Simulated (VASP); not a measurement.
Write the native input for VASP 6.6.1 that does the following.

- Task: single point
- Functional: LDA
- Potentials or basis: VASP PAW LDA potentials, release 64 (Sn_d, O)
- Cutoff: 520 eV
- k mesh: 6 × 6 × 8
- Occupations: gaussian, width 0.05 eV
- Spin: no spin polarisation
- Dipole correction: no
- Further INCAR settings: ALGO = Normal; EDIFF = 1e-07; NBANDS = 35

The structure of SnO2 lies in POSCAR:

```
SnO2
1.0
    4.7212714761      0.0000000000      0.0000000000
    0.0000000000      4.7242464798      0.0000000000
    0.0000000000      0.0000000000      3.1900193999
Sn O
2 4
Direct
    0.5000000000      0.5000000000      0.5000000000
    0.0000000000      0.0000000000      0.0000000000
    0.2606358445      0.2616692897     -0.0940433152
    0.8055669685      0.1934278808      0.5000000000
    0.1944330315      0.8065721192      0.5000000000
    0.6944330315      0.6934278808      0.0000000000
```

This cell differs from its parent crystal: atom 3 (O) moved by (-0.300, -0.300) A along [1 1 0] and z.

These files were run (other wordings do the same):

INCAR

```
ALGO = Normal
EDIFF = 1E-7
ENCUT = 520
ISIF = 2
ISMEAR = 0
LASPH = True
LCHARG = True
LELF = True
LREAL = False
LVHAR = True
LWAVE = False
NBANDS = 35
NELM = 100
PREC = Accurate
SIGMA = 0.05
```

KPOINTS

```
k-points
0
Gamma
  6 6 8
```

Potentials or basis: VASP PAW LDA potentials, release 64 (Sn_d, O).

Launch:

```console
$ cat potpaw_LDA.64/Sn_d/POTCAR potpaw_LDA.64/O/POTCAR > POTCAR
$ mpirun -np 1 vasp_std > vasp.out
```

Results of the run:

- Pressure: 7.8 GPa
- Largest force: 8.745 eV/Å
- Band gap on the k mesh: 0.82 eV

Caveat: the cell differs from its parent crystal (atom 3 (O) moved by (-0.300, -0.300) A along [1 1 0] and z); the cell stands under pressure; spin-orbit coupling is left out, which moves the levels of the heavy elements; forces of over 1 eV/Å act on the atoms, so gaps and moduli don't describe the material at rest.

Wall time 2.2 min on 1 thread of Intel(R) Xeon(R) 6975P-C (Granite Rapids), on a shared host, peak memory 0.36 GiB.
